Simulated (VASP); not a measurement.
# ZrC (P-6m2) in VASP: a series of runs, part 2 of 2

VASP 6.6.1. Earlier steps stand in the parts before.

**4. Single point, PBE**

This run uses another cell than the first one, of 13.61 Å³/atom.

File INCAR:

```
SYSTEM = ZrC
PREC = Accurate ; ENCUT = 520
EDIFF = 1E-7 ; ISMEAR = 0
SIGMA = 0.01 ; LREAL = .False.
LASPH = .True. ; NELM = 80
ALGO = Normal ; ISIF = 2
LWAVE = .False. ; LCHARG = .True.
GGA = PE ; LELF = .True.
LVHAR = .True. ; NBANDS = 15
```

File KPOINTS:

```
Automatic mesh
0
Gamma
  12 12 12
  0 0 0
```

File POSCAR:

```
ZrC
1.0
    3.2695327460      0.0000000000      0.0000000000
   -1.6347663730      2.8314984165      0.0000000000
    0.0000000000      0.0000000000      2.9397343753
Zr C
1 1
Direct
    0.0000000000      0.0000000000      0.0000000000
    0.6666666667      0.3333333333      0.5000000000
```

Potentials or basis: VASP PAW PBE potentials, release 64 (Zr_sv, C).

The run is started by

```console
$ cat potpaw_PBE.64/Zr_sv/POTCAR potpaw_PBE.64/C/POTCAR > POTCAR
$ mpirun -np 1 vasp_std > vasp.out
```

OUTCAR:

```text
SYSTEM = ZrC
   PREC = Accurate
   ENCUT = 520
   EDIFF = 1E-7
   ISMEAR = 0
   LREAL = .False.
   LASPH = .True.
   NELM = 80
   ISIF = 2
   GGA = PE

 ion  position               nearest neighbor table
   1  0.000  0.000  0.000-   2 2.39   2 2.39   2 2.39   2 2.39   2 2.39   2 2.39
   2  0.667  0.333  0.500-   1 2.39   1 2.39   1 2.39   1 2.39   1 2.39   1 2.39

  LATTYP: Found a hexagonal cell.
 ALAT       =     3.2695327460
 C/A-ratio  =     0.8991298157

  Lattice vectors:

 A1 = (   3.2695327460,   0.0000000000,   0.0000000000)
 A2 = (  -1.6347663730,   2.8314984165,   0.0000000000)
 A3 = (   0.0000000000,   0.0000000000,   2.9397343753)

Analysis of symmetry for initial positions (statically):
=====================================================================
 Subroutine PRICEL returns:
 Original cell was already a primitive cell.

 Routine SETGRP: Setting up the symmetry group for a
 hexagonal supercell.

 Subroutine GETGRP returns: Found 12 space group operations
 (whereof 12 operations were pure point group operations)
 out of a pool of 24 trial point group operations.

The static configuration has the point symmetry D_3h.

[... 174 lines left out ...]
      6       7.4007      2.00000
      7       7.4007      2.00000
      8       7.7508      2.00000
      9      10.6771      0.00000
     10      14.1774      0.00000
     11      14.2288      0.00000
     12      14.2288      0.00000
     13      15.1920      0.00000
     14      15.1920      0.00000
[... 401 lines left out ...]
      2     -17.5899      2.00000
      3     -17.1536      2.00000
      4     -16.6445      2.00000
      5      -0.4752      2.00000
      6       5.3535      2.00000
      7       8.1887      2.00000
      8       8.7017      2.00000
      9       8.9706      1.61678
     10      13.2775      0.00000
     11      13.7324      0.00000
     12      15.0983      0.00000
     13      15.8384      0.00000
     14      18.4496      0.00000
     15      22.4163      0.00000

 [... further k-points ...]

------------------------ aborting loop because EDIFF is reached ----------------------------------------

  FORCE on cell =-STRESS in cart. coord.  units (eV):
  Direction    XX          YY          ZZ          XY          YZ          ZX
  --------------------------------------------------------------------------------------
  -------------------------------------------------------------------------------------
  Total        0.0196137      0.0196137      0.0503628      0.0000000      0.0000000      0.0000000
  in kB        1.1546774      1.1546774      2.9649022      0.0000000      0.0000000      0.0000000
  external PRESSURE =       1.7580856 kB  Pullay stress =       0.0000000 kB

 VOLUME and BASIS-vectors are now :
 -----------------------------------------------------------------------------
  energy-cutoff  :      520.00
  volume of cell :       27.22
      direct lattice vectors                 reciprocal lattice vectors
     3.269532746  0.000000000  0.000000000     0.305854101  0.176584948  0.000000000
    -1.634766373  2.831498417  0.000000000     0.000000000  0.353169896  0.000000000
     0.000000000  0.000000000  2.939734375     0.000000000  0.000000000  0.340166788

 POSITION                                       TOTAL-FORCE (eV/Angst)
 -----------------------------------------------------------------------------------
      0.00000      0.00000      0.00000         0.000000     -0.000000      0.000000
      1.63477      0.94383      1.46987        -0.000000      0.000000      0.000000
 -----------------------------------------------------------------------------------
    total drift:                                0.000000     -0.000000      0.000000

  FREE ENERGIE OF THE ION-ELECTRON SYSTEM (eV)
  ---------------------------------------------------
  free  energy   TOTEN  =       -18.0146974360 eV

  energy  without entropy=      -18.0146443300  energy(sigma->0) =      -18.01467088
```

stdout:

```text
POSCAR found type information on POSCAR ZrC
 POSCAR found :  2 types and       2 ions
 scaLAPACK will be used
 LDA part: xc-table for (Slater+PW92), standard interpolation
 POSCAR, INCAR and KPOINTS ok, starting setup
 FFT: planning ... GRIDC
 FFT: planning ... GRID_SOFT
 FFT: planning ... GRID
 WAVECAR not read
 entering main loop
```

Wall time 60 s (1 thread of Intel Xeon 8259CL, shared host); peak memory 0.18 GiB.

Results:

- Free energy: -18.0147 eV
- Pressure: 0.2 GPa
- Band gap on the k mesh: zero (bands 8 and 9 overlap by 0.40 eV)

**5. Single point, PBE**

This run uses another cell than the first one, of 13.61 Å³/atom.

File INCAR:

```
PREC = Accurate ; ENCUT = 520
EDIFF = 1E-7 ; ISMEAR = 0
SIGMA = 0.05 ; LREAL = False
LASPH = True ; NELM = 60
ALGO = Normal ; ISIF = 2
LWAVE = False ; LCHARG = False
GGA = PE ; NBANDS = 15
```

File KPOINTS:

```
regular mesh
0
Gamma
  12 12 12
```

POSCAR is that of step 4.

The run is started by

```console
$ cat potpaw_PBE.64/Zr_sv/POTCAR potpaw_PBE.64/C/POTCAR > POTCAR
$ mpirun -np 1 vasp_std > vasp.out
```

It took 60 s on 1 thread of Intel Xeon 8259CL, shared host; peak memory 0.18 GiB.

Results (log left out):

```yaml
Free_energy: -18.0151 eV
Pressure: 0.2 GPa
Band_gap_on_the_k_mesh: zero (bands 8 and 9 overlap by 0.40 eV)
```

Levels at points of the mesh, in eV from the Fermi level:
```tsv
k point	band 6	band 7	band 8	band 9	band 10	band 11
(0.00, 0.00, 0.00)	-1.57	-1.57	-1.22	1.71	5.21	5.26
(0.50, 0.00, 0.00)	-4.06	-0.83	-0.54	0.38	4.66	5.15
(0.00, 0.00, 0.50)	-4.97	-0.54	-0.54	1.74	1.74	4.82
(0.50, 0.00, 0.50)	-3.56	-2.26	-2.04	2.04	5.43	6.52
```

**6. Summary**

| cell | smearing | gap on the mesh (eV) | pressure (GPa) |
| --- | --- | --- | --- |
| a = 3.245, b = 3.245, c = 2.925 Å, angles 90.0, 90.0, 120.0°, 2 atoms | gaussian 0.05 eV | none | 4.1 |
| a = 3.270, b = 3.270, c = 2.940 Å, angles 90.0, 90.0, 120.0°, 2 atoms | gaussian 0.05 eV | none | 0.2 |
| a = 3.270, b = 3.270, c = 2.940 Å, angles 90.0, 90.0, 120.0°, 2 atoms | gaussian 0.01 eV | none | 0.2 |

Alike in all rows: task single point; level PBE; potentials or basis VASP PAW PBE potentials, release 64 (Zr_sv, C); no spin polarisation; k mesh 12 × 12 × 12; cutoff (eV) 520.

Caveats: the cell stands under pressure (at least some runs).

Absolute energies hang on the potentials; compare differences alone.
